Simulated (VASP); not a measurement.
Here is a VASP 6.6.1 calculation.

INCAR

```
SYSTEM = Sm
PREC = Accurate
ENCUT = 520
EDIFF = 1E-6
ISMEAR = -1
SIGMA = 0.13605693000000002
LREAL = .False.
LASPH = .True.
NELM = 60
ALGO = Normal
ISIF = 2
LWAVE = .False.
LCHARG = .True.
GGA = PE
LELF = .True.
LVHAR = .True.
NBANDS = 14
```

The input KPOINTS:

```
regular mesh
0
Gamma
  12 12 12
  0 0 0
```

File POSCAR:

```
Sm
1.0
    2.6222935067      0.0000000000      0.0000000000
    0.0000000000      2.6222935067      0.0000000000
    0.0000000000      0.0000000000      2.6222935067
Sm
1
Direct
    0.0000000000      0.0000000000      0.0000000000
```

Potentials or basis: VASP PAW PBE potentials, release 64 (Sm).

Launch:

```console
$ cat potpaw_PBE.64/Sm/POTCAR > POTCAR
$ mpirun -np 1 vasp_std > vasp.out
```

**Question.** What does it give for the band gap on the k mesh?

**Answer.** Zero (band 8 reaches 6.90 eV, above the bottom of band 9 at 6.40 eV).

**Question.** Predict the pressure.

**Answer.** 0.7 GPa.

Caveat: spin-orbit coupling is left out, which moves the levels of the heavy elements. Spin polarisation is off, so any magnetic state and its effect on volume and gap are missing.
